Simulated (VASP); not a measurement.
Runs of VASP 6.6.1 on Mg. The structure is that of space group P6_3/mmc (No. 194), or close to it. The cells are those of the table. 

```tsv
cell	gap on the mesh (eV)	pressure (GPa)
a = 3.209, b = 3.209, c = 4.794 Å, angles 90.0, 90.0, 120.0°, 2 atoms	none	0.4
a = 2.953, b = 2.953, c = 5.210 Å, angles 90.0, 90.0, 120.0°, 2 atoms	none	4.7
a = 3.466, b = 3.466, c = 5.627 Å, angles 90.0, 90.0, 120.0°, 2 atoms	none	(b)
a = 3.466, b = 3.466, c = 5.210 Å, angles 90.0, 90.0, 120.0°, 2 atoms	none	-5.7
a = 2.953, b = 2.953, c = 5.419 Å, angles 90.0, 90.0, 120.0°, 2 atoms	none	(a)
```

Alike in all rows: task single point; level LDA; potentials or basis VASP PAW LDA potentials, release 64 (Mg); no spin polarisation; k mesh 18 × 18 × 10; cutoff (eV) 520; smearing gaussian 0.15 eV.

**Question.** Fill in the values left out.

**Answer.** (a) 3.1; (b) -6.6.

A gap of «none» marks levels without a gap at the run's occupations.
